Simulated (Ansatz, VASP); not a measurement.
# In: VASP beside Ansatz

```
CELL_PARAMETERS angstrom
-1.61906 1.66124 2.52477
1.66124 -1.61906 2.52477
1.56693 1.56693 -2.49705
ATOMIC_POSITIONS crystal
In 0.00000 0.00000 0.00000
```

Alike in both runs: task single point; functional r2SCAN; k mesh 11 × 11 × 14; occupations fermi-dirac, width 0.01 eV; no spin polarisation.

|  | VASP | Ansatz |
| --- | --- | --- |
| version | VASP 6.6.1 | Ansatz 0.2.0 |
| potentials or method | VASP PAW PBE potentials, release 64 (In_d), cutoff 520 eV | plane waves (500 eV) with PAW, scalar-relativistic |
| valence electrons in the cell | 13 | 13 |

Ansatz gave:

| Item | Value |
| --- | --- |
| pressure (GPa) | 0.1 |
| traceless stress, the component that is largest in VASP (GPa) | -0.10 |

Task: Estimate VASP's values.

Result: Pressure (GPa): 0.1; traceless stress, the component that is largest in VASP (GPa): -0.11.

VASP's potentials were made for PBE, not for r2SCAN.
